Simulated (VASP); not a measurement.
# ZrB (I4/mmm) in VASP: notebook

The runs below take ZrB through single point, with PBEsol.

All numbers are computed with VASP 6.6.1; they aren't measurements. Logs are shortened: lines on timing, memory, paths and dates and some standing lists are left out, and cuts for length are marked.

### 1 The cell of the first run

Symmetry: I4/mmm, No. 139, tetragonal system. Conventional cell: a = 3.796 Å, b = 3.796 Å, c = 3.489 Å, α = 90.00°, β = 90.00°, γ = 90.00°. Zr (site symmetry 4/mmm) has 2 B at 1.74 Å within 2.3 Å. Within 2.3 Å of B (site symmetry 4/mmm) lie 2 Zr at 1.74 Å.

### 2 Single point, PBEsol

INCAR reads:

```
ALGO = Normal ; EDIFF = 1E-6
ENCUT = 520 ; GGA = PS
ISIF = 2 ; ISMEAR = 0
LASPH = T ; LCHARG = T
LELF = T ; LREAL = F
LVHAR = T ; LWAVE = F
NBANDS = 14 ; NELM = 60
PREC = Accurate ; SIGMA = 0.15
```

KPOINTS reads:

```
k-points
0
Gamma
  20 20 20
```

POSCAR reads:

```
ZrB
1.0
    0.0000000000      2.6840164403      1.7446106862
    2.6840164403      0.0000000000      1.7446106862
    2.6840164403      2.6840164403      0.0000000000
Zr B
1 1
Direct
    0.0000000000      0.0000000000      0.0000000000
    0.5000000000      0.5000000000      0.5000000000
```

Potentials or basis: VASP PAW PBE potentials, release 64 (Zr_sv, B).

Run with:

```
> cat potpaw_PBE.64/Zr_sv/POTCAR potpaw_PBE.64/B/POTCAR > POTCAR
> mpirun -np 1 vasp_std > vasp.out
```

OUTCAR:

```text
EDIFF = 1E-6
   ENCUT = 520
   GGA = PS
   ISIF = 2
   ISMEAR = 0
   LASPH = T
   LREAL = F
   NELM = 60
   PREC = Accurate

 ion  position               nearest neighbor table
   1  0.000  0.000  0.000-   2 1.74   2 1.74   2 2.68   2 2.68   2 2.68   2 2.68
   2  0.500  0.500  0.500-   1 1.74   1 1.74   1 2.68   1 2.68   1 2.68   1 2.68

  LATTYP: Found a body centered tetragonal cell.
 ALAT       =     3.7957724515
 C/A-ratio  =     0.9192388155

  Lattice vectors:

 A1 = (   0.0000000000,  -2.6840164403,  -1.7446106862)
 A2 = (   0.0000000000,   2.6840164403,  -1.7446106862)
 A3 = (   2.6840164403,   0.0000000000,   1.7446106862)

Analysis of symmetry for initial positions (statically):
=====================================================================
 Subroutine PRICEL returns:
 Original cell was already a primitive cell.

 Routine SETGRP: Setting up the symmetry group for a
 body centered tetragonal supercell.

 Subroutine GETGRP returns: Found 16 space group operations
 (whereof 16 operations were pure point group operations)
 out of a pool of 16 trial point group operations.

The static configuration has the point symmetry D_4h.

Analysis of symmetry for dynamics (positions and initial velocities):
=====================================================================
 Subroutine PRICEL returns:
 Original cell was already a primitive cell.

 Routine SETGRP: Setting up the symmetry group for a
 body centered tetragonal supercell.

 Subroutine GETGRP returns: Found 16 space group operations
 (whereof 16 operations were pure point group operations)
 out of a pool of 16 trial point group operations.

The dynamic configuration has the point symmetry D_4h.

 Subroutine INISYM returns: Found 16 space group operations
 (whereof 16 operations are pure point group operations),
 and found     1 'primitive' translations

----------------------------------------------------------------------------------------

                                     Primitive cell

  volume of cell :      25.1362

  direct lattice vectors                    reciprocal lattice vectors
     0.000000000  2.684016440  1.744610686    -0.186287980  0.186287980  0.286596892
     2.684016440  0.000000000  1.744610686     0.186287980 -0.186287980  0.286596892
     2.684016440  2.684016440  0.000000000     0.186287980  0.186287980 -0.286596892

  length of vectors
     3.201188951  3.201188951  3.795772452     0.389286785  0.389286785  0.389286785

  position of ions in fractional coordinates (direct lattice)
     0.000000000  0.000000000  0.000000000
     0.500000000  0.500000000  0.500000000

  ion indices of the primitive-cell ions
   primitive index   ion index
                 1           1
                 2           2

----------------------------------------------------------------------------------------

 KPOINTS: k-points

Automatic generation of k-mesh.
 Grid dimensions read from file:
 generate k-points for:   20   20   20

 Generating k-lattice:

  Cartesian coordinates                     Fractional coordinates (reciprocal lattice)
    -0.009314399  0.009314399  0.014329845     0.050000000 -0.000000000  0.000000000
     0.009314399 -0.009314399  0.014329845    -0.000000000  0.050000000  0.000000000
     0.009314399  0.009314399 -0.014329845     0.000000000  0.000000000  0.050000000

  Length of vectors
     0.019464339  0.019464339  0.019464339

  Shift w.r.t. Gamma in fractional coordinates (k-lattice)
     0.000000000  0.000000000  0.000000000

 Subroutine IBZKPT returns following result:
 ===========================================

 Found    641 irreducible k-points:

 Following reciprocal coordinates:
            Coordinates               Weight
  0.000000  0.000000  0.000000      1.000000
  0.050000  0.000000  0.000000      8.000000
  0.100000  0.000000  0.000000      8.000000
  0.150000  0.000000  0.000000      8.000000
  0.200000  0.000000  0.000000      8.000000
  0.250000 -0.000000  0.000000      8.000000
[... 16 lines left out ...]
 -0.400000  0.050000  0.000000      8.000000
 -0.350000  0.050000  0.000000      8.000000
 [... further k-points ...]
   k-points           NKPTS =    641   k-points in BZ     NKDIM =    641   number of bands    NBANDS=     14
   number of dos      NEDOS =    301   number of ions     NIONS =      2
   total plane-waves  NPLWV =  16128
   dimension x,y,z NGX =    24 NGY =   24 NGZ =   28
   dimension x,y,z NGXF=    48 NGYF=   48 NGZF=   56
   ions per type =               1   1
   NGX,Y,Z   is equivalent  to a cutoff of  12.46, 12.46, 12.26 a.u.
   NGXF,Y,Z  is equivalent  to a cutoff of  24.93, 24.93, 24.53 a.u.
 SYSTEM =  unknown system
   PREC   = accura    normal or accurate (medium, high low for compatibility)
   ISTART =      0    job   : 0-new  1-cont  2-samecut
   ICHARG =      2    charge: 1-file 2-atom 10-const
   ISPIN  =      1    spin polarized calculation?
   LNONCOLLINEAR =      F non collinear calculations
[... 64 lines left out ...]
     10      11.5587      0.00000
     11      11.5587      0.00000
     12      13.8849      0.00000
     13      18.7209      0.00000
     14      22.1591      0.00000

 k-point     2 :       0.0500    0.0000    0.0000
  band No.  band energies     occupation
      1     -38.2637      2.00000
      2     -17.3587      2.00000
      3     -15.8030      2.00000
      4     -15.7994      2.00000
      5       1.1443      2.00000
      6       9.3980      1.99957
      7       9.5917      1.91021
      8       9.9208      0.15971
      9      10.0808      0.00355
     10      12.0740      0.00000
     11      12.1135      0.00000
     12      13.8514      0.00000
     13      18.6188      0.00000
     14      22.2339      0.00000

 k-point     3 :       0.1000    0.0000    0.0000
  band No.  band energies     occupation
      1     -38.2563      2.00000
      2     -17.3800      2.00000
      3     -15.8327      2.00000
      4     -15.8202      2.00000
      5       1.3786      2.00000
      6       8.6486      2.00000
      7       8.8444      2.00000
      8       9.8465      0.48015
      9      10.3033      0.00000
     10      12.9161      0.00000
     11      13.1372      0.00000
     12      13.8392      0.00000
     13      18.3500      0.00000
     14      22.3589      0.00000

 k-point     4 :       0.1500    0.0000    0.0000
  band No.  band energies     occupation
      1     -38.2447      2.00000
      2     -17.4154      2.00000
      3     -15.8752      2.00000
      4     -15.8524      2.00000
      5       1.7547      2.00000
      6       7.8492      2.00000
      7       8.1149      2.00000
      8       9.8063      0.74357
      9      10.6864      0.00000
     10      13.2590      0.00000
     11      14.3027      0.00000
     12      14.3592      0.00000
     13      18.0173      0.00000
     14      22.2657      0.00000

 k-point     5 :       0.2000    0.0000    0.0000
  band No.  band energies     occupation
      1     -38.2301      2.00000
      2     -17.4638      2.00000
      3     -15.9224      2.00000
      4     -15.8926      2.00000
      5       2.2506      2.00000
      6       7.1153      2.00000
      7       7.4625      2.00000
      8       9.7295      1.30905
      9      11.2121      0.00000
     10      13.1690      0.00000
     11      15.2441      0.00000
[... 276 lines left out ...]
 k-point    22 :      -0.4500    0.0500    0.0000
  band No.  band energies     occupation
      1     -38.1599      2.00000
      2     -17.7264      2.00000
      3     -16.0827      2.00000
      4     -16.0824      2.00000
      5       4.4147      2.00000
      6       5.7333      2.00000
      7       5.7735      2.00000
      8       8.7655      2.00000
      9      12.7617      0.00000
     10      15.0298      0.00000
     11      16.7446      0.00000
     12      18.0830      0.00000
     13      20.0004      0.00000
     14      21.1545      0.00000

 k-point    23 :      -0.4000    0.0500    0.0000
  band No.  band energies     occupation
      1     -38.1667      2.00000
      2     -17.6928      2.00000
      3     -16.0793      2.00000
      4     -16.0648      2.00000
      5       4.2865      2.00000
      6       5.4050      2.00000
      7       5.9665      2.00000
      8       9.3621      1.99989
      9      12.9521      0.00000
     10      14.3751      0.00000
     11      16.3523      0.00000
     12      18.5976      0.00000
     13      19.5909      0.00000
     14      20.3313      0.00000

 k-point    24 :      -0.3500    0.0500    0.0000
  band No.  band energies     occupation
      1     -38.1779      2.00000
      2     -17.6425      2.00000
      3     -16.0670      2.00000
      4     -16.0353      2.00000
      5       3.8303      2.00000
      6       5.5262      2.00000
      7       6.2602      2.00000
      8       9.7945      0.82896
      9      13.1289      0.00000
     10      13.5479      0.00000
     11      16.1158      0.00000
     12      18.6880      0.00000
     13      19.1990      0.00000
     14      19.4128      0.00000

 [... further k-points ...]

------------------------ aborting loop because EDIFF is reached ----------------------------------------

  FORCE on cell =-STRESS in cart. coord.  units (eV):
  Direction    XX          YY          ZZ          XY          YZ          ZX
  --------------------------------------------------------------------------------------
  -------------------------------------------------------------------------------------
  Total       -1.2648094     -1.2648094     36.3071659      0.0000000      0.0000000      0.0000000
  in kB      -80.6188845    -80.6188845   2314.2169201      0.0000000      0.0000000      0.0000000
  external PRESSURE =     717.6597170 kB  Pullay stress =       0.0000000 kB

 VOLUME and BASIS-vectors are now :
 -----------------------------------------------------------------------------
  energy-cutoff  :      520.00
  volume of cell :       25.14
      direct lattice vectors                 reciprocal lattice vectors
     0.000000000  2.684016440  1.744610686    -0.186287980  0.186287980  0.286596892
     2.684016440  0.000000000  1.744610686     0.186287980 -0.186287980  0.286596892
     2.684016440  2.684016440  0.000000000     0.186287980  0.186287980 -0.286596892

 POSITION                                       TOTAL-FORCE (eV/Angst)
 -----------------------------------------------------------------------------------
      0.00000      0.00000      0.00000        -0.000000      0.000000      0.000000
      2.68402      2.68402      1.74461         0.000000      0.000000     -0.000000
 -----------------------------------------------------------------------------------
    total drift:                                0.000000     -0.000000     -0.000000

  FREE ENERGIE OF THE ION-ELECTRON SYSTEM (eV)
  ---------------------------------------------------
  free  energy   TOTEN  =       -11.9549735099 eV

  energy  without entropy=      -11.9465389603  energy(sigma->0) =      -11.95075624
```

Run time: 4 min. Hardware: 1 thread of Intel Xeon 8259CL, shared host; peak memory 0.34 GiB.

What came out:

```yaml
Free_energy: -11.9550 eV
Pressure: 71.8 GPa
Band_gap_on_the_k_mesh: zero (an odd number of electrons rules out a gap without spin polarisation)
```

Levels at points of the mesh, in eV from the Fermi level:
| k point | band 3 | band 4 | band 5 | band 6 | band 7 | band 8 | band 9 | band 10 | band 11 | band 12 |
| --- | --- | --- | --- | --- | --- | --- | --- | --- | --- | --- |
| (0.00, 0.00, 0.00) | -25.56 | -25.56 | -8.71 | -0.11 | 0.15 | 0.37 | 0.37 | 1.79 | 1.79 | 4.11 |
| (0.50, 0.00, 0.00) | -25.85 | -25.84 | -5.46 | -4.16 | -2.85 | -2.38 | 3.09 | 5.47 | 7.05 | 8.03 |
| (0.50, 0.50, 0.00) | -26.27 | -26.27 | -7.33 | -2.72 | 0.04 | 0.04 | 4.33 | 4.33 | 5.63 | 5.72 |
| (0.50, 0.00, 0.50) | -26.51 | -25.53 | -7.35 | -2.31 | -0.96 | 1.24 | 1.43 | 3.79 | 4.93 | 8.10 |

Caveat: the stress differs along the axes, from -8 to 231 GPa; the PAW data sets were made with another functional, which shifts forces and pressure a little.

### 3 Single point, PBEsol

This run uses another cell than the first one, of the same volume but with other edges.

INCAR reads:

```
PREC     = Accurate       # precision mode
ENCUT    = 520            # plane-wave cutoff, eV
EDIFF    = 1E-6           # SCF threshold, eV
ISMEAR   = 0              # smearing method
SIGMA    = 0.15           # smearing width, eV
LREAL    = False          # projectors in reciprocal space
LASPH    = True           # aspherical terms in the spheres
NELM     = 80             # most SCF steps
ALGO     = Normal         # electronic algorithm
ISIF     = 2              # what is computed and relaxed
LWAVE    = False          # write WAVECAR
LCHARG   = False          # write CHGCAR
GGA      = PS             # functional
NBANDS   = 14             # bands
```

KPOINTS reads:

```
Automatic mesh
0
Gamma
  20 20 20
```

POSCAR reads:

```
ZrB
1.0
    0.0000000000      2.0310745805      3.0466118708
    2.0310745805      0.0000000000      3.0466118708
    2.0310745805      2.0310745805      0.0000000000
Zr B
1 1
Direct
    0.0000000000      0.0000000000      0.0000000000
    0.5000000000      0.5000000000      0.5000000000
```

Potentials or basis: VASP PAW PBE potentials, release 64 (Zr_sv, B).

Run with:

```
> cat potpaw_PBE.64/Zr_sv/POTCAR potpaw_PBE.64/B/POTCAR > POTCAR
> mpirun -np 1 vasp_std > vasp.out
```

Wall time 5.4 min (1 thread of Intel Xeon 8259CL, shared host); peak memory 0.35 GiB.

Results (log left out):

```
Free energy            : -13.2671 eV
Pressure               : 70.2 GPa
Band gap on the k mesh : zero (an odd number of electrons rules out a gap without spin polarisation)
```

Stress tensor (GPa, compression positive):
```
118.69   0.00   0.00
  0.00 118.69   0.00
  0.00   0.00 -26.83
```

Levels at points of the mesh, in eV from the Fermi level:
| k point | band 4 | band 5 | band 6 | band 7 | band 8 | band 9 | band 10 | band 11 | band 12 | band 13 |
| --- | --- | --- | --- | --- | --- | --- | --- | --- | --- | --- |
| (0.00, 0.00, 0.00) | -24.87 | -8.61 | -1.37 | -0.92 | 1.66 | 3.49 | 3.49 | 4.44 | 4.44 | 5.14 |
| (0.50, 0.00, 0.00) | -24.62 | -4.79 | -3.52 | -2.79 | -2.45 | 4.70 | 5.41 | 6.36 | 8.63 | 9.66 |
| (0.50, 0.50, 0.00) | -24.92 | -7.46 | -2.81 | -1.99 | 4.08 | 4.08 | 5.36 | 5.68 | 5.68 | 6.92 |
| (0.50, 0.00, 0.50) | -25.07 | -7.59 | -1.29 | 1.06 | 1.79 | 2.67 | 3.28 | 3.93 | 9.06 | 10.86 |

Caveat: the stress differs along the axes, from -27 to 119 GPa; the PAW data sets were made with another functional, which shifts forces and pressure a little.

### 4 Single point, PBEsol

This run uses another cell than the first one, of the same volume but with other edges.

INCAR reads:

```
SYSTEM = ZrB
PREC     = Accurate       ! precision mode
ENCUT    = 520            ! plane-wave cutoff, eV
EDIFF    = 1E-6           ! SCF threshold, eV
ISMEAR   = 0              ! smearing method
SIGMA    = 0.15           ! smearing width, eV
LREAL    = .FALSE.        ! projectors in reciprocal space
LASPH    = .TRUE.         ! aspherical terms in the spheres
NELM     = 100            ! most SCF steps
ALGO     = Normal         ! electronic algorithm
ISIF     = 2              ! what is computed and relaxed
LWAVE    = .FALSE.        ! write WAVECAR
LCHARG   = .FALSE.        ! write CHGCAR
GGA      = PS             ! functional
NBANDS   = 14             ! bands
```

KPOINTS reads:

```
regular mesh
0
G
  20 20 20
  0 0 0
```

POSCAR reads:

```
ZrB
1.0
    0.0000000000      2.3568532733      2.2625791424
    2.3568532733      0.0000000000      2.2625791424
    2.3568532733      2.3568532733      0.0000000000
Zr B
1 1
Direct
    0.0000000000      0.0000000000      0.0000000000
    0.5000000000      0.5000000000      0.5000000000
```

Run with:

```
> cat potpaw_PBE.64/Zr_sv/POTCAR potpaw_PBE.64/B/POTCAR > POTCAR
> mpirun -np 1 vasp_std > vasp.out
```

Wall time 3.5 min (1 thread of Intel Xeon 8259CL, shared host); peak memory 0.34 GiB.

It converged, with:

| Item | Value |
| --- | --- |
| Free energy | -16.5795 eV |
| Pressure | 30.1 GPa |
| Band gap on the k mesh | zero (an odd number of electrons rules out a gap without spin polarisation) |

Stress tensor (GPa, compression positive):
```
23.43  0.00  0.00
 0.00 23.43  0.00
 0.00  0.00 43.38
```

Levels at points of the mesh, in eV from the Fermi level:
```
           k point  band 4  band 5  band 6  band 7  band 8  band 9  band 10  band 11  band 12  band 13
(0.00, 0.00, 0.00)  -24.43   -8.32    1.73    1.73    2.20    3.45     3.73     3.73     3.85     4.07
(0.50, 0.00, 0.00)  -24.52   -4.23   -3.54   -1.50   -1.38    5.60     5.92     7.39     8.22    13.00
(0.50, 0.50, 0.00)  -24.81   -6.47   -1.21    0.08    2.36    2.36     5.54     6.90     6.90    11.02
(0.50, 0.00, 0.50)  -24.71   -6.48   -1.15   -0.47    2.52    2.82     5.41     6.71     7.11    10.48
```

Caveat: the stress differs along the axes, from 23 to 43 GPa; the PAW data sets were made with another functional, which shifts forces and pressure a little.

### 5 The runs side by side

| cell | gap on the mesh (eV) | pressure (GPa) |
| --- | --- | --- |
| a = 3.201, b = 3.201, c = 3.796 Å, angles 53.6, 53.6, 72.7°, 2 atoms | none | 71.8 |
| a = 3.662, b = 3.662, c = 2.872 Å, angles 66.9, 66.9, 46.2°, 2 atoms | none | 70.2 |
| a = 3.267, b = 3.267, c = 3.333 Å, angles 59.3, 59.3, 61.3°, 2 atoms | none | 30.1 |

Alike in all rows: task single point; level PBEsol; potentials or basis VASP PAW PBE potentials, release 64 (Zr_sv, B); no spin polarisation; k mesh 20 × 20 × 20; cutoff (eV) 520; smearing gaussian 0.15 eV.

Caveats: the PAW data sets were made with another functional, which shifts forces and pressure a little; the stress differs along the axes, from -8 to 231 GPa (at least some runs); the stress differs along the axes, from -27 to 119 GPa (at least some runs); the stress differs along the axes, from 23 to 43 GPa (at least some runs).

Total energies depend on the potentials used, so only differences within one code and one set of settings carry meaning.
